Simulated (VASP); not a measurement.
Here is a VASP 6.6.1 calculation.

The input INCAR:

```
PREC = Accurate ; ENCUT = 520
EDIFF = 1E-7 ; ISMEAR = -1
SIGMA = 0.15 ; LREAL = False
LASPH = True ; NELM = 80
ALGO = Normal ; ISIF = 2
LWAVE = False ; LCHARG = True
GGA = PE ; LELF = True
LVHAR = True ; NBANDS = 10
```

The input KPOINTS:

```
Automatic mesh
0
Gamma
  4 4 4
```

The input POSCAR:

```
Cs
1.0
    0.0000000000      3.8820000000      3.8820000000
    3.8820000000      0.0000000000      3.8820000000
    3.8820000000      3.8820000000      0.0000000000
Cs
1
Direct
    0.0000000000      0.0000000000      0.0000000000
```

Potentials or basis: VASP PAW PBE potentials, release 64 (Cs_sv).

Run with:

```console
$ cat potpaw_PBE.64/Cs_sv/POTCAR > POTCAR
$ mpirun -np 1 vasp_std > vasp.out
```

Estimate the pressure.

0.0 GPa.
